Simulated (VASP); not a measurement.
Crystal: Cu.

```
Cu
1.0
     4.05685    0.00000    0.00000
    -2.02842    3.51334    0.00000
     0.00000    0.00000    2.51525
Cu
3
Direct
  0.00000 0.00000 0.00000
  0.33333 0.66667 0.50000
  0.66667 0.33333 0.50000
```

```yaml
Program: VASP 6.6.1
Task: relaxation of cell and atoms
Functional: PBE
Potentials_or_basis: VASP PAW PBE potentials, release 64 (Cu)
Cutoff: 600 eV
k_mesh: 9 × 9 × 12
Occupations: fermi-dirac, width 0.08 eV
Spin: no spin polarisation
```

At the start: pressure 3.5 GPa; volume 11.95 Å³/atom.

Where does the relaxation end?

Over 13 steps the energy falls by 10.0 meV/atom and the volume is 12.23 Å³/atom (+2.3 %); space group P6/mmm (No. 191, to 0.05 Å).

Step by step:
```
step  energy change (eV)  largest force (eV/Å)  pressure (GPa)  volume (Å³)
   1              0.0000                0.0000            3.50        35.85
   2             -0.0262                0.0000           -1.80        37.21
   3             -0.0268                0.0000           -1.03        37.02
   4             -0.0268                0.0000           -1.19        37.05
   5             -0.0300                0.0000           -0.09        36.72
   6             -0.0300                0.0000            0.00        36.72
   7             -0.0300                0.0000           -0.09        36.74
   8             -0.0300                0.0000           -0.13        36.71
   9             -0.0299                0.0000            0.27        36.63
  10             -0.0300                0.0000           -0.07        36.70
  11             -0.0300                0.0000            0.11        36.66
  12             -0.0300                0.0000            0.04        36.68
  13             -0.0300                0.0000            0.03        36.68
```

Final structure:
```cif
data_structure
_symmetry_space_group_name_H-M 'P 1'
_symmetry_Int_Tables_number 1
_cell_length_a 4.1359
_cell_length_b 4.1359
_cell_length_c 2.4761
_cell_angle_alpha 90.000
_cell_angle_beta 90.000
_cell_angle_gamma 120.000
_cell_volume 36.68
loop_
_atom_site_label
_atom_site_type_symbol
_atom_site_fract_x
_atom_site_fract_y
_atom_site_fract_z
_atom_site_occupancy
Cu1 Cu 0.00000 0.00000 0.00000 1
Cu2 Cu 0.33333 0.66667 0.50000 1
Cu3 Cu 0.66667 0.33333 0.50000 1
```
